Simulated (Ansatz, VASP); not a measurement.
NaHf3: VASP beside Ansatz

File INCAR:

```
PREC     = Accurate       # precision mode
ENCUT    = 600            # plane-wave cutoff, eV
EDIFF    = 1E-6           # SCF threshold, eV
ISMEAR   = 0              # smearing method
SIGMA    = 0.1            # smearing width, eV
LREAL    = F              # projectors in reciprocal space
LASPH    = T              # aspherical terms in the spheres
NELM     = 80             # most SCF steps
ALGO     = Normal         # electronic algorithm
ISIF     = 3              # what is computed and relaxed
LWAVE    = F              # write WAVECAR
LCHARG   = F              # write CHGCAR
GGA      = PE             # functional
IBRION   = 2              # ionic algorithm
NSW      = 90             # ionic steps
EDIFFG   = -0.04          # ionic threshold
```

Contents of KPOINTS:

```
Automatic mesh
0
Gamma
  4 4 4
```

File POSCAR:

```
NaHf3
1.0
    4.2654928833      0.0000000000      0.0000000000
    0.0000000000      4.2654928833      0.0000000000
    0.0000000000      0.0000000000      4.2654928833
Na Hf
1 3
Direct
    0.0000000000      0.0000000000      0.0000000000
    0.0000000000      0.5000000000      0.5000000000
    0.5000000000      0.0000000000      0.5000000000
    0.5000000000      0.5000000000      0.0000000000
```

Input for Ansatz:

```yaml
crystal:
  lattice:
    - [4.2654928833, 0.0, 0.0]
    - [0.0, 4.2654928833, 0.0]
    - [0.0, 0.0, 4.2654928833]
  atoms:
    - { symbol: Na, position: [0.0, 0.0, 0.0] }
    - { symbol: Hf, position: [0.0, 0.5, 0.5] }
    - { symbol: Hf, position: [0.5, 0.0, 0.5] }
    - { symbol: Hf, position: [0.5, 0.5, 0.0] }
basis:
  ecutwfc: 420
kpoints:
  mp_grid: { grid: [4, 4, 4] }
hamiltonian:
  xc: pbe
scf:
  occupations: { method: gaussian, width: 0.1 }
  lower_state_search: "off"
output:
  forces: true
  stress: true
  eigenvalues: true
relax:
  adjacent_minimum: "off"
  f_tol: 0.04
  max_steps: 70
  cell: { stress_tol: 0.4 }
```

Alike in both runs: task relaxation of cell and atoms; functional PBE; k mesh 4 × 4 × 4; occupations gaussian, width 0.1 eV; no spin polarisation.

```csv
,VASP,Ansatz
version,VASP 6.6.1,Ansatz 0.2.0
potentials or method,"VASP PAW PBE potentials, release 64 (Na_pv, Hf_pv), cutoff 600 eV","scalar-relativistic, plane waves, PAW"
valence electrons in the cell,37,87
```

```tsv
	VASP	Ansatz	Ansatz less VASP
gap on the k mesh at the Fermi level, each at its own relaxed structure (eV)	none	none	-
relaxed volume (Å³/atom)	22.62	22.62	-0.007
relaxed length of the cell vector where the two differ most in proportion (Å)	4.490	4.489	-0.0004
```

A gap of «none» marks a metal or a gap that the smearing closes. VASP's potentials hold 37 valence electrons a cell and Ansatz's 87, so a difference there can come from the potentials and not from the codes.

The k mesh is coarse, so the values compare programs but aren't converged. Neither program's run includes spin-orbit coupling. Noted on VASP's run: the volume moved by over 15 % at a fixed basis, so the end points are rough.
